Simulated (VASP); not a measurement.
A run of VASP 6.6.1 is set up as follows.

INCAR

```
PREC = Accurate
ENCUT = 520
EDIFF = 1E-6
ISMEAR = -1
SIGMA = 0.1
LREAL = F
LASPH = T
NELM = 60
ALGO = Normal
ISIF = 2
LWAVE = F
LCHARG = F
GGA = CA
NBANDS = 10
```

KPOINTS

```
Automatic mesh
0
Gamma
  9 9 9
```

The input POSCAR:

```
Rb
1.0
    0.0000000000      3.3036836331      3.3036836331
    3.3036836331      0.0000000000      3.3036836331
    3.3036836331      3.3036836331      0.0000000000
Rb
1
Direct
    0.0000000000      0.0000000000      0.0000000000
```

Potentials or basis: VASP PAW LDA potentials, release 64 (Rb_sv).

Command:

```bash
$ cat potpaw_LDA.64/Rb_sv/POTCAR > POTCAR
$ mpirun -np 1 vasp_std > vasp.out
```

Question: Predict the pressure.

Answer: 0.3 GPa.

Question: Predict the band gap on the k mesh.

Answer: Zero (an odd number of electrons rules out a gap without spin polarisation).
